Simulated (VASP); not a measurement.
# MgBe2SeO2 (Cmmm) in VASP: notebook

Runs on MgBe2SeO2. Level: PBE. Tasks: single point.

All numbers are computed with VASP 6.6.1; they aren't measurements. Logs are shortened: lines on timing, memory, paths and dates and some standing lists are left out, and cuts for length are marked.

## (1) The cell of the first run

The structure is orthorhombic, space group Cmmm (No. 65). Conventional cell: a = 5.302 Å, b = 9.180 Å, c = 3.008 Å, α = 90.00°, β = 90.00°, γ = 90.00°. Within 4.0 Å of Mg (site symmetry mmm) lie 2 Mg at 3.01 Å and 8 O at 3.05 Å and 4 Se at 3.05 Å and 6 Be at 3.06 Å. Within 2.8 Å of Be (site symmetry m2m) lie 4 O at 2.14 Å and 2 Se at 2.15 Å. Se (site symmetry mmm) has 4 Be at 2.15 Å and 4 O at 2.65 Å within 2.8 Å. Within 2.8 Å of O (site symmetry 2/m) lie 4 Be at 2.14 Å and 2 Se at 2.65 Å and 2 O at 2.65 Å.

## (2) Single point, PBE, collinear spin, ferromagnetic start

INCAR reads:

```
SYSTEM = MgBe2SeO2
  ALGO = Normal
  EDIFF = 1E-6
  ENCUT = 520
  GGA = PE
  ISIF = 2
  ISMEAR = 0
  ISPIN = 2
  LASPH = .TRUE.
  LCHARG = .TRUE.
  LELF = .TRUE.
  LORBIT = 11
  LREAL = .FALSE.
  LVHAR = .TRUE.
  LWAVE = .FALSE.
  MAGMOM = 0 0 0 0 1 1
  NBANDS = 25
  NELM = 150
  PREC = Accurate
  SIGMA = 0.1
```

KPOINTS reads:

```
k-points
0
G
  4 4 6
  0 0 0
```

POSCAR reads:

```
MgBe2SeO2
1.0
    2.6509164900     -4.5897855200      0.0000000000
    2.6509164900      4.5897855200      0.0000000000
    0.0000000000      0.0000000000      3.0075841500
Mg Be Se O
1 2 1 2
Direct
    0.5000000000      0.5000000000      0.0000000000
    0.1669560000      0.8330440000      0.0000000000
    0.8330440000      0.1669560000      0.0000000000
    0.0000000000      0.0000000000      0.5000000000
    0.0000000000      0.5000000000      0.5000000000
    0.5000000000      0.0000000000      0.5000000000
```

Potentials or basis: VASP PAW PBE potentials, release 64 (Mg, Be, Se, O).

The run is started by

```bash
> cat potpaw_PBE.64/Mg/POTCAR potpaw_PBE.64/Be/POTCAR potpaw_PBE.64/Se/POTCAR potpaw_PBE.64/O/POTCAR > POTCAR
> mpirun -np 1 vasp_std > vasp.out
```

OUTCAR:

```text
SYSTEM = MgBe2SeO2
   EDIFF = 1E-6
   ENCUT = 520
   GGA = PE
   ISIF = 2
   ISMEAR = 0
   ISPIN = 2
   LASPH = .TRUE.
   LORBIT = 11
   LREAL = .FALSE.
   NELM = 150
   PREC = Accurate

 ion  position               nearest neighbor table
   1  0.500  0.500  0.000-   4 3.05   4 3.05   4 3.05   4 3.05
   2  0.167  0.833  0.000-   5 2.14   6 2.14   5 2.14   6 2.14   4 2.15   4 2.15
   3  0.833  0.167  0.000-   5 2.14   6 2.14   5 2.14   6 2.14   4 2.15   4 2.15
   4  0.000  0.000  0.500-   2 2.15   3 2.15   2 2.15   3 2.15   1 3.05   1 3.05   1 3.05   1 3.05

   5  0.000  0.500  0.500-   2 2.14   3 2.14   2 2.14   3 2.14
   6  0.500  0.000  0.500-   2 2.14   3 2.14   2 2.14   3 2.14

  LATTYP: Found a base centered orthorhombic cell.
 ALAT       =     5.3018329800
 B/A-ratio  =     1.7313957408
 C/A-ratio  =     0.5672725190

  Lattice vectors:

 A1 = (   2.6509164900,  -4.5897855200,   0.0000000000)
 A2 = (   2.6509164900,   4.5897855200,   0.0000000000)
 A3 = (   0.0000000000,   0.0000000000,   3.0075841500)

Analysis of symmetry for initial positions (statically):
=====================================================================
 Subroutine PRICEL returns:
 Original cell was already a primitive cell.

 Routine SETGRP: Setting up the symmetry group for a
 base centered orthorhombic supercell.

 Subroutine GETGRP returns: Found  8 space group operations
 (whereof  8 operations were pure point group operations)
 out of a pool of  8 trial point group operations.

The static configuration has the point symmetry D_2h.

Analysis of symmetry for dynamics (positions and initial velocities):
=====================================================================
 Subroutine PRICEL returns:
 Original cell was already a primitive cell.

 Routine SETGRP: Setting up the symmetry group for a
 base centered orthorhombic supercell.

 Subroutine GETGRP returns: Found  8 space group operations
 (whereof  8 operations were pure point group operations)
 out of a pool of  8 trial point group operations.

The dynamic configuration has the point symmetry D_2h.

Analysis of structural, dynamic, and magnetic symmetry:
=====================================================================
 Subroutine PRICEL returns:
 Original cell was already a primitive cell.

 Routine SETGRP: Setting up the symmetry group for a
 base centered orthorhombic supercell.

 Subroutine GETGRP returns: Found  8 space group operations
 (whereof  8 operations were pure point group operations)
 out of a pool of  8 trial point group operations.

[... 144 lines left out ...]
   NGX = 19   NGY = 19   NGZ = 11

 number of electron      23.9999996 magnetization      -0.0249901

 number of electron      23.9999996 magnetization       0.0000921

 Free energy of the ion-electron system (eV)
  ---------------------------------------------------
  ext. energy  EPLUGINS =         0.00000000
  ---------------------------------------------------
  free energy    TOTEN  =       -24.40000521 eV

  energy without entropy =      -24.39085803  energy(sigma->0) =      -24.39543162

 E-fermi :   4.9634     XC(G=0): -10.1185

 val. band max:        4.9378093834   @ k =   0.0000   0.0000   0.1667
 cond. band min:       5.0118894974   @ k =   0.2500   0.0000   0.3333
 fundamental gap:      0.0740801139
 Fermi energy:         4.9633528958

 spin component 1

 k-point     1 :       0.0000    0.0000    0.0000
  band No.  band energies     occupation
      1     -13.3004      1.00000
      2     -12.0215      1.00000
      3      -9.8509      1.00000
      4      -2.8647      1.00000
      5      -1.3128      1.00000
      6       0.2305      1.00000
[... 637 lines left out ...]
     23      15.0094      0.00000
     24      15.6935      0.00000

 [... further k-points ...]

 spin component 2

 k-point     1 :       0.0000    0.0000    0.0000
  band No.  band energies     occupation
      1     -13.3003      1.00000
      2     -12.0215      1.00000
      3      -9.8508      1.00000
      4      -2.8645      1.00000
      5      -1.3127      1.00000
      6       0.2305      1.00000
[... 637 lines left out ...]
     23      15.0094      0.00000
     24      15.6935      0.00000

 [... further k-points ...]

 [bands above 24 left out]

------------------------ aborting loop because EDIFF is reached ----------------------------------------

  FORCE on cell =-STRESS in cart. coord.  units (eV):
  Direction    XX          YY          ZZ          XY          YZ          ZX
  --------------------------------------------------------------------------------------
  -------------------------------------------------------------------------------------
  Total       -1.6689288      7.6238482     -6.1099281     -0.0000000      0.0000000      0.0000000
  in kB      -36.5352581    166.8970272   -133.7551348     -0.0000000      0.0000000      0.0000000
  external PRESSURE =      -1.1311219 kB  Pullay stress =       0.0000000 kB

 VOLUME and BASIS-vectors are now :
 -----------------------------------------------------------------------------
  energy-cutoff  :      520.00
  volume of cell :       73.19
      direct lattice vectors                 reciprocal lattice vectors
     2.650916490 -4.589785520  0.000000000     0.188614014 -0.108937552  0.000000000
     2.650916490  4.589785520  0.000000000     0.188614014  0.108937552  0.000000000
     0.000000000  0.000000000  3.007584150     0.000000000  0.000000000  0.332492775

 POSITION                                       TOTAL-FORCE (eV/Angst)
 -----------------------------------------------------------------------------------
      2.65092      0.00000      0.00000         0.000000     -0.000000      0.000000
      2.65092      3.05720      0.00000        -0.000000     -3.244729      0.000000
      2.65092     -3.05720      0.00000        -0.000000      3.244729      0.000000
      0.00000      0.00000      1.50379        -0.000000      0.000000      0.000000
      1.32546      2.29489      1.50379        -0.000000     -0.000000      0.000000
      1.32546     -2.29489      1.50379         0.000000      0.000000      0.000000
 -----------------------------------------------------------------------------------
    total drift:                                0.000000      0.000000     -0.000000

  FREE ENERGIE OF THE ION-ELECTRON SYSTEM (eV)
  ---------------------------------------------------
  free  energy   TOTEN  =       -24.4000052104 eV

  energy  without entropy=      -24.3908580278  energy(sigma->0) =      -24.39543162

 total charge

# of ion       s       p       d       tot
------------------------------------------
    1        0.172   0.073   0.017   0.262
    2        0.311   0.488   0.000   0.799
    3        0.311   0.488   0.000   0.799
    4        1.484   2.519   0.073   4.076
    5        1.584   3.304   0.000   4.888
    6        1.584   3.304   0.000   4.888
--------------------------------------------------
tot          5.447  10.176   0.089  15.713

 magnetization (x)

# of ion       s       p       d       tot
------------------------------------------
    1       -0.000  -0.000  -0.000  -0.000
    2        0.000  -0.000   0.000  -0.000
    3        0.000  -0.000   0.000  -0.000
    4       -0.000   0.000   0.000   0.000
    5       -0.000   0.000   0.000   0.000
    6       -0.000   0.000   0.000   0.000
--------------------------------------------------
tot         -0.000   0.000   0.000   0.000
```

OSZICAR:

```text
N       E                     dE             d eps       ncg     rms          rms(c)
DAV:   1     0.907055144098E+02    0.90706E+02   -0.10831E+04  2800   0.849E+02
DAV:   2    -0.204450927822E+02   -0.11115E+03   -0.10305E+03  3488   0.177E+02
DAV:   3    -0.280494934166E+02   -0.76044E+01   -0.75338E+01  3712   0.474E+01
DAV:   4    -0.281049775917E+02   -0.55484E-01   -0.55427E-01  3136   0.466E+00
DAV:   5    -0.281054251911E+02   -0.44760E-03   -0.44743E-03  3686   0.391E-01    0.142E+01
DAV:   6    -0.248642964730E+02    0.32411E+01   -0.14668E+01  3107   0.235E+01    0.691E+00
DAV:   7    -0.245048941438E+02    0.35940E+00   -0.19914E+00  3574   0.769E+00    0.334E+00
DAV:   8    -0.244049880888E+02    0.99906E-01   -0.52730E-01  3465   0.307E+00    0.111E+00
DAV:   9    -0.244003398596E+02    0.46482E-02   -0.25574E-02  3276   0.866E-01    0.437E-01
DAV:  10    -0.243999569380E+02    0.38292E-03   -0.21324E-03  3562   0.269E-01    0.252E-01
DAV:  11    -0.244000010900E+02   -0.44152E-04   -0.44223E-04  3510   0.113E-01    0.522E-02
DAV:  12    -0.243999999777E+02    0.11123E-05   -0.10126E-04  3255   0.546E-02    0.220E-02
DAV:  13    -0.244000058160E+02   -0.58383E-05   -0.20268E-05  3321   0.235E-02    0.833E-03
DAV:  14    -0.244000052104E+02    0.60553E-06   -0.19219E-06  2807   0.885E-03
   1 F= -.24400005E+02 E0= -.24395432E+02  d E =-.914718E-02  mag=     0.0001
```

stdout:

```text
POSCAR found type information on POSCAR MgBeSeO
 POSCAR found :  4 types and       6 ions
 scaLAPACK will be used
 LDA part: xc-table for (Slater+PW92), standard interpolation
 POSCAR, INCAR and KPOINTS ok, starting setup
 FFT: planning ... GRIDC
 FFT: planning ... GRID_SOFT
 FFT: planning ... GRID
 WAVECAR not read
 entering main loop
```

Run time: 86 s. Hardware: 1 thread of Intel Xeon Platinum 8375C at 2.90GHz (Ice Lake), shared host; peak memory 0.27 GiB.

What came out:

```
Free energy                                           : -24.4000 eV
Pressure                                              : -0.1 GPa
Largest force                                         : 3.245 eV/Å
Band gap on the k mesh                                : zero (filled and empty bands overlap)
Net moment                                            : 0.00 μB per cell
Valence electrons inside the program's atomic spheres : Mg 0.26; Be 0.80; Se 4.08; O 4.89
```

Forces in eV/Å, atoms in the order of the input:
```
Mg   0.000  0.000  0.000
Be   0.000 -3.245  0.000
Be   0.000  3.245  0.000
Se   0.000  0.000  0.000
O    0.000  0.000  0.000
O    0.000  0.000  0.000
```

Stress tensor (GPa, compression positive):
```
 -3.65   0.00   0.00
  0.00  16.69   0.00
  0.00   0.00 -13.38
```

Caveat: forces of over 1 eV/Å act on the atoms, so gaps and moduli don't describe the material at rest.

## (3) Single point, PBE

This run uses another cell than the first one, of 16.74 Å³/atom, 1.372 times its volume.

INCAR reads:

```
SYSTEM = MgBe2SeO2
PREC = Accurate ; ENCUT = 520
EDIFF = 1E-6 ; ISMEAR = 0
SIGMA = 0.1 ; LREAL = .False.
LASPH = .True. ; NELM = 100
ALGO = Normal ; ISIF = 2
LWAVE = .False. ; LCHARG = .True.
GGA = PE ; LELF = .True.
LVHAR = .True. ; NBANDS = 21
```

KPOINTS reads:

```
Automatic mesh
0
Gamma
  8 8 16
  0 0 0
```

POSCAR reads:

```
MgBe2SeO2
1.0
    2.3963248654     -8.2545723921      0.0000000000
    2.3963248654      8.2545723921      0.0000000000
    0.0000000000      0.0000000000      2.5390212165
Mg Be Se O
1 2 1 2
Direct
    0.5000000000      0.5000000000      0.0000000000
    0.2488780456      0.7511219544      0.0000000000
    0.7511219544      0.2488780456      0.0000000000
    0.0000000000      0.0000000000      0.5000000000
    0.0000000000      0.5000000000      0.5000000000
    0.5000000000      0.0000000000      0.5000000000
```

Potentials or basis: VASP PAW PBE potentials, release 64 (Mg, Be, Se, O).

The run is started by

```bash
> cat potpaw_PBE.64/Mg/POTCAR potpaw_PBE.64/Be/POTCAR potpaw_PBE.64/Se/POTCAR potpaw_PBE.64/O/POTCAR > POTCAR
> mpirun -np 1 vasp_std > vasp.out
```

Run time: 7 min. Hardware: 1 thread of Intel Xeon Platinum 8375C at 2.90GHz (Ice Lake), shared host; peak memory 0.6 GiB.

Results (log left out):

```yaml
Free_energy: -30.4904 eV
Pressure: 0.1 GPa
Band_gap_on_the_k_mesh: zero (band 12 reaches 3.44 eV, above the bottom of band 13 at 1.31 eV)
```

Stress tensor (GPa, compression positive):
```
 0.15  0.00  0.00
 0.00 -0.03  0.00
 0.00  0.00  0.16
```

Levels at points of the mesh, in eV from the Fermi level:
```csv
k point,band 10,band 11,band 12,band 13,band 14,band 15
"(0.00, 0.00, 0.00)",-2.95,-2.65,-2.33,1.67,2.16,3.89
"(0.50, 0.00, 0.00)",-3.18,-3.18,0.01,1.38,3.26,4.20
"(0.50, 0.50, 0.00)",-2.84,-2.65,-2.33,1.37,3.39,3.60
"(0.00, 0.00, 0.50)",-2.29,-1.56,-0.96,1.26,2.52,3.33
"(0.50, 0.00, 0.50)",-3.02,-3.01,-0.77,1.07,4.22,4.28
"(0.50, 0.50, 0.50)",-2.32,-1.56,-1.01,1.28,2.80,3.34
```

## (4) Single point, PBE, collinear spin, ferromagnetic start

This run uses another cell than the first one, of 15.92 Å³/atom, 1.305 times its volume.

INCAR reads:

```
SYSTEM = MgBe2SeO2
PREC = Accurate
ENCUT = 520
EDIFF = 1E-6
ISMEAR = 0
SIGMA = 0.1
LREAL = .False.
LASPH = .True.
NELM = 150
ALGO = Normal
ISIF = 2
LWAVE = .False.
LCHARG = .False.
ISPIN = 2
MAGMOM = 0 0 0 0 1 1
LORBIT = 11
GGA = PE
NBANDS = 25
```

KPOINTS reads:

```
Automatic mesh
0
Gamma
  4 4 8
  0 0 0
```

POSCAR reads:

```
MgBe2SeO2
1.0
    2.4320234622     -7.8924127415      0.0000000000
    2.4320234622      7.8924127415      0.0000000000
    0.0000000000      0.0000000000      2.4878918261
Mg Be Se O
1 2 1 2
Direct
    0.5000000000      0.5000000000      0.0000000000
    0.2491262466      0.7508737534      0.0000000000
    0.7508737534      0.2491262466      0.0000000000
    0.0000000000      0.0000000000      0.5000000000
    0.0000000000      0.5000000000      0.5000000000
    0.5000000000      0.0000000000      0.5000000000
```

The run is started by

```bash
> cat potpaw_PBE.64/Mg/POTCAR potpaw_PBE.64/Be/POTCAR potpaw_PBE.64/Se/POTCAR potpaw_PBE.64/O/POTCAR > POTCAR
> mpirun -np 1 vasp_std > vasp.out
```

Wall time 4.2 min (1 thread of Intel Xeon Platinum 8375C at 2.90GHz (Ice Lake), shared host); peak memory 0.42 GiB.

It converged, with:

* Free energy: -30.5174 eV
* Pressure: 1.0 GPa
* Largest force: 0.091 eV/Å
* Band gap on the k mesh: zero (filled and empty bands overlap)
* Net moment: 0.00 μB per cell
* Valence electrons inside the program's atomic spheres: Mg 0.40; Be 0.94; Se 3.90; O 5.12

Forces in eV/Å, atoms in the order of the input:
```
Mg   0.000  0.000  0.000
Be   0.000  0.091  0.000
Be   0.000 -0.091  0.000
Se   0.000  0.000  0.000
O    0.000  0.000  0.000
O    0.000  0.000  0.000
```

Stress tensor (GPa, compression positive):
```
-5.13  0.00  0.00
 0.00  0.17  0.00
 0.00  0.00  7.91
```

Levels at points of the mesh, in eV from the Fermi level:
Spin up:
| k point | band 10 | band 11 | band 12 | band 13 | band 14 | band 15 |
| --- | --- | --- | --- | --- | --- | --- |
| (0.00, 0.00, 0.00) | -3.11 | -2.96 | -2.03 | 1.89 | 2.11 | 3.73 |
| (0.50, 0.00, 0.00) | -2.80 | -2.80 | 0.04 | 1.19 | 3.35 | 4.40 |
| (0.50, 0.50, 0.00) | -2.96 | -2.94 | -2.03 | 1.26 | 3.73 | 3.79 |
| (0.00, 0.00, 0.50) | -2.12 | -1.73 | -0.59 | 1.31 | 2.67 | 3.49 |
| (0.50, 0.00, 0.50) | -2.92 | -2.89 | -0.43 | 1.30 | 4.38 | 4.40 |
| (0.50, 0.50, 0.50) | -2.19 | -1.73 | -0.67 | 1.34 | 2.95 | 3.50 |
Spin down:
```tsv
k point	band 8	band 9	band 10	band 11	band 12	band 13	band 14	band 15	band 16	band 17
(0.00, 0.00, 0.00)	-3.44	-3.34	-3.11	-2.96	-2.03	1.89	2.11	3.73	4.30	5.83
(0.50, 0.00, 0.00)	-4.83	-3.88	-2.80	-2.80	0.04	1.19	3.35	4.40	4.41	5.27
(0.50, 0.50, 0.00)	-3.44	-3.37	-2.96	-2.94	-2.03	1.26	3.73	3.79	4.58	5.25
(0.00, 0.00, 0.50)	-3.51	-2.33	-2.12	-1.73	-0.59	1.31	2.67	3.49	4.23	5.84
(0.50, 0.00, 0.50)	-5.05	-3.39	-2.92	-2.89	-0.43	1.30	4.38	4.40	5.10	5.20
(0.50, 0.50, 0.50)	-3.48	-2.26	-2.19	-1.73	-0.67	1.34	2.95	3.50	4.05	5.21
```

## (5) The runs side by side

```csv
spin,cell,k mesh,gap on the mesh (eV),pressure (GPa),moment (μB),largest force (eV/Å)
"collinear, ferromagnetic start","a = 5.300, b = 5.300, c = 3.008 Å, angles 90.0, 90.0, 120.0°, 6 atoms",4 × 4 × 6,none,-0.1,0.00,3.24
off,"a = 8.595, b = 8.595, c = 2.539 Å, angles 90.0, 90.0, 147.6°, 6 atoms",8 × 8 × 16,none,0.1,-,-
"collinear, ferromagnetic start","a = 8.259, b = 8.259, c = 2.488 Å, angles 90.0, 90.0, 145.7°, 6 atoms",4 × 4 × 8,none,1.0,0.00,0.09
```

Alike in all rows: task single point; level PBE; potentials or basis VASP PAW PBE potentials, release 64 (Mg, Be, Se, O); cutoff (eV) 520; smearing gaussian 0.1 eV.

Caveats: forces of over 1 eV/Å act on the atoms, so gaps and moduli don't describe the material at rest (some runs).

Absolute energies hang on the potentials; compare differences alone.
